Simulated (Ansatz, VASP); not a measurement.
# InSe in VASP and in Ansatz

INCAR

```
PREC     = Accurate       # precision mode
ENCUT    = 520            # plane-wave cutoff, eV
EDIFF    = 1E-6           # SCF threshold, eV
ISMEAR   = 0              # smearing method
SIGMA    = 0.02           # smearing width, eV
LREAL    = False          # projectors in reciprocal space
LASPH    = True           # aspherical terms in the spheres
NELM     = 100            # most SCF steps
ALGO     = Normal         # electronic algorithm
ISIF     = 2              # what is computed and relaxed
LWAVE    = False          # write WAVECAR
LCHARG   = False          # write CHGCAR
LDIPOL   = True         
IDIPOL   = 3            
DIPOL    = 0.5 0.5 0.500
GGA      = PE             # functional
IVDW     = 12             # dispersion correction
NBANDS   = 27             # bands
```

Contents of KPOINTS:

```
regular mesh
0
Gamma
  9 9 1
```

Contents of POSCAR:

```
InSe
1.0
    3.8920000000      0.0000000000      0.0000000000
   -1.9460000000      3.3705708715      0.0000000000
    0.0000000000      0.0000000000     36.7211901288
Se In
2 2
Direct
    0.0000000000      0.0000000000      0.4218840838
    0.0000000000      0.0000000000      0.5780881714
    0.6666666667      0.3333333333      0.4594599339
    0.6666666667      0.3333333333      0.5405123784
```

Input for Ansatz:

```yaml
crystal:
  lattice:
    - [3.892, 0.0, 0.0]
    - [-1.946, 3.3705708715, 0.0]
    - [0.0, 0.0, 36.7211901288]
  atoms:
    - { symbol: Se, position: [0.0, 0.0, 0.4218840838] }
    - { symbol: In, position: [0.6666666667, 0.3333333333, 0.4594599339] }
    - { symbol: In, position: [0.6666666667, 0.3333333333, 0.5405123784] }
    - { symbol: Se, position: [0.0, 0.0, 0.5780881714] }
  periodic: [true, true, false]
basis:
  ecutwfc: 420
kpoints:
  mp_grid: { grid: [9, 9, 1] }
hamiltonian:
  xc: pbe
  dispersion: d3bj
scf:
  occupations: { method: gaussian, width: 0.02 }
output:
  forces: true
  stress: true
  eigenvalues: true
```

Alike in both runs: task single point; functional PBE; dispersion D3(BJ); k mesh 9 × 9 × 1; occupations gaussian, width 0.02 eV; no spin polarisation.

|  | VASP | Ansatz |
| --- | --- | --- |
| version | VASP 6.6.1 | Ansatz 0.2.0 |
| potentials or method | VASP PAW PBE potentials, release 64 (Se, In_d), cutoff 520 eV | scalar-relativistic, plane waves, PAW |
| valence electrons in the cell | 38 | 58 |

Ansatz gave:

| Item | Value |
| --- | --- |
| gap on the k mesh at the Fermi level (eV) | 1.90 |
| least direct gap on the mesh (eV) | 1.90 |
| rms of the force components (eV/Å) | 0.264 |

Problem. Estimate VASP's values.

Solution. gap on the k mesh at the Fermi level (eV): 1.89; least direct gap on the mesh (eV): 1.89; rms of the force components (eV/Å): 0.268.

VASP's potentials hold 38 valence electrons a cell and Ansatz's 58, so a difference there can come from the potentials and not from the codes. Ansatz's warnings: structure snapped to symmetry.
